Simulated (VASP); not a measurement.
A run of VASP 6.6.1 is set up as follows.

Contents of INCAR:

```
PREC = Accurate ; ENCUT = 520
EDIFF = 1E-8 ; ISMEAR = -1
SIGMA = 0.025 ; LREAL = F
LASPH = T ; NELM = 80
ALGO = Normal ; ISIF = 2
LWAVE = F ; LCHARG = F
GGA = PE ; ALDAC = 0.0
AGGAC = 0.0 ; LEFG = T
NBANDS = 15
```

KPOINTS

```
Automatic mesh
0
Gamma
  7 7 7
```

The input POSCAR:

```
KCl
1.0
    0.0000000000      3.3894320596      3.3894320596
    3.3894320596      0.0000000000      3.3894320596
    3.3894320596      3.3894320596      0.0000000000
K Cl
1 1
Direct
    0.0000000000      0.0000000000      0.0000000000
    0.5000000000      0.5000000000      0.5000000000
```

Potentials or basis: VASP PAW PBE potentials, release 64 (K_sv, Cl).

Run with:

```bash
$ cat potpaw_PBE.64/K_sv/POTCAR potpaw_PBE.64/Cl/POTCAR > POTCAR
$ mpirun -np 1 vasp_std > vasp.out
```

(1) What does it give for the band gap on the k mesh?

(2) Estimate the pressure.

Answers

(1) 4.33 eV, direct.

(2) -0.2 GPa.

Caveat: without QUAD_EFG the Cq values of the log hold for a quadrupole moment of 1 mb, not for the nuclei.
